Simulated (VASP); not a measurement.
Set up this calculation in VASP 6.6.1, as the native input.

* Task: single point
* Functional: LDA
* Potentials or basis: VASP PAW LDA potentials, release 64 (Tl_d)
* Cutoff: 520 eV
* k mesh: 18 × 18 × 18
* Occupations: gaussian, width 0.15 eV
* Spin: no spin polarisation
* Dipole correction: no
* Further INCAR settings: ALGO = Fast; EDIFF = 1e-06; NBANDS = 12

The structure of Tl lies in POSCAR:

```
Tl
1.0
    0.0000000000      2.6036355239      2.2130901953
    2.6036355239      0.0000000000      2.2130901953
    2.6036355239      2.6036355239      0.0000000000
Tl
1
Direct
    0.0000000000      0.0000000000      0.0000000000
```

This cell differs from its parent crystal: ratio of the length along z to the lengths across it x 0.85, volume and fractional coordinates fixed.

One way to write it, as run:

INCAR

```
SYSTEM = Tl
PREC = Accurate
ENCUT = 520
EDIFF = 1E-6
ISMEAR = 0
SIGMA = 0.15
LREAL = .FALSE.
LASPH = .TRUE.
NELM = 80
ALGO = Fast
ISIF = 2
LWAVE = .FALSE.
LCHARG = .FALSE.
NBANDS = 12
```

KPOINTS

```
Automatic mesh
0
G
  18 18 18
  0 0 0
```

Potentials or basis: VASP PAW LDA potentials, release 64 (Tl_d).

Launch:

```bash
$ cat potpaw_LDA.64/Tl_d/POTCAR > POTCAR
$ mpirun -np 1 vasp_std > vasp.out
```

It gave:

The pressure is -3.3 GPa.

Wall time 2.1 min on 1 thread of Intel(R) Xeon(R) Platinum 8375C CPU @ 2.90GHz (Ice Lake), with other jobs on the host, peak memory 0.27 GiB.
